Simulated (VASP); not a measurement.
Wanted: the native input for a VASP 6.6.1 run.

```yaml
Task: single point
Functional: PBE
Potentials_or_basis: VASP PAW PBE potentials, release 64 (Fe, O)
Cutoff: 520 eV
k_mesh: 10 × 10 × 10
Occupations: gaussian, width 0.05 eV
Spin: collinear spin, ferromagnetic start
Starting_moments: "[3.87, 0.21] μB"
Hubbard_terms: Fe d U = 4.0 eV
Dipole_correction: no
Further_INCAR_settings: ALGO = Normal; EDIFF = 1e-06; NBANDS = 18
```

The structure of FeO lies in POSCAR:

```
FeO
1.0
    0.0000000000      2.2025485815      2.2025485815
    2.2025485815      0.0000000000      2.2025485815
    2.2025485815      2.2025485815      0.0000000000
Fe O
1 1
Direct
    0.0000000000      0.0000000000      0.0000000000
    0.5000000000      0.5000000000      0.5000000000
```

The input as run:

INCAR

```
PREC = Accurate ; ENCUT = 520
EDIFF = 1E-6 ; ISMEAR = 0
SIGMA = 0.05 ; LREAL = False
LASPH = True ; NELM = 150
ALGO = Normal ; ISIF = 2
LWAVE = False ; LCHARG = False
ISPIN = 2 ; MAGMOM = 3.87 0.21
LORBIT = 11 ; LMAXMIX = 4
LDAU = True ; LDAUTYPE = 2
LDAUL = 2 -1 ; LDAUU = 4 0
LDAUJ = 0 0 ; LDAUPRINT = 1
GGA = PE ; NBANDS = 18
```

KPOINTS

```
Automatic mesh
0
Gamma
  10 10 10
```

Potentials or basis: VASP PAW PBE potentials, release 64 (Fe, O).

Run with:

```console
$ cat potpaw_PBE.64/Fe/POTCAR potpaw_PBE.64/O/POTCAR > POTCAR
$ mpirun -np 1 vasp_std > vasp.out
```

It gave:

- Pressure: -10.6 GPa
- Band gap on the k mesh: zero (filled and empty bands overlap)
- Net moment: 4.00 μB per cell
- Site moments: Fe +3.82; O +0.20 μB
- Valence electrons inside the program's atomic spheres: Fe 6.63; O 4.98

Caveat: the cell stands under tension; a cell with one magnetic atom can't hold antiferromagnetic order, which such compounds often take.

It took 30 s on 1 thread of Intel Xeon 8259CL, on a shared host, peak memory 0.16 GiB.
